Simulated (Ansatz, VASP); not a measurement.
# Fe in VASP and in Ansatz

The input INCAR:

```
SYSTEM = Fe
  PREC = Accurate
  ENCUT = 510
  EDIFF = 1E-8
  ISMEAR = -1
  SIGMA = 0.08
  LREAL = .False.
  LASPH = .True.
  NELM = 120
  ALGO = Normal
  ISIF = 2
  LWAVE = .False.
  LCHARG = .False.
  GGA = PE
  LEFG = .True.
  NBANDS = 23
  GGA_COMPAT = .False.
```

KPOINTS

```
regular mesh
0
Gamma
  17 17 10
  0 0 0
```

File POSCAR:

```
Fe
1.0
    2.3848896599      0.0000000000      0.0000000000
   -1.1924448299      2.0653750307      0.0000000000
    0.0000000000      0.0000000000      3.7641728074
Fe
2
Direct
    0.3333333333      0.6666666667      0.2500000000
    0.6666666667      0.3333333333      0.7500000000
```

Input for Ansatz:

```yaml
crystal:
  lattice:
    - [2.3848896599, 0.0, 0.0]
    - [-1.1924448299, 2.0653750307, 0.0]
    - [0.0, 0.0, 3.7641728074]
  atoms:
    - { symbol: Fe, position: [0.3333333333, 0.6666666667, 0.25] }
    - { symbol: Fe, position: [0.6666666667, 0.3333333333, 0.75] }
kpoints:
  mp_grid: { grid: [17, 17, 10] }
scf:
  occupations: { method: fermi_dirac, width: 0.08 }
hamiltonian:
  xc: pbe
  pseudopotentials: { kind: paw }
output:
  forces: true
  stress: true
  eigenvalues: true
  efg: { contact_densities: true }
```

Change from the starting cell: volume scaled by 0.9405, PAW files.

Alike in both runs: task electric field gradients; functional PBE; k mesh 17 × 17 × 10; occupations fermi-dirac, width 0.08 eV; no spin polarisation.

|  | VASP | Ansatz |
| --- | --- | --- |
| version | VASP 6.6.1 | Ansatz 0.2.0 |
| potentials or method | VASP PAW PBE potentials, release 64 (Fe_sv) | PAW with Ansatz's default frozen-core files, scalar-relativistic |
| plane-wave cutoff (eV) | 510 | 420 |
| valence electrons in the cell | 32 | 32 |

VASP gave:

- size of Vzz on the site where it differs most (V/Å²): 5.7

Problem. What did Ansatz give for the same quantities?

Solution. Size of Vzz on the site where it differs most (V/Å²): 4.1.
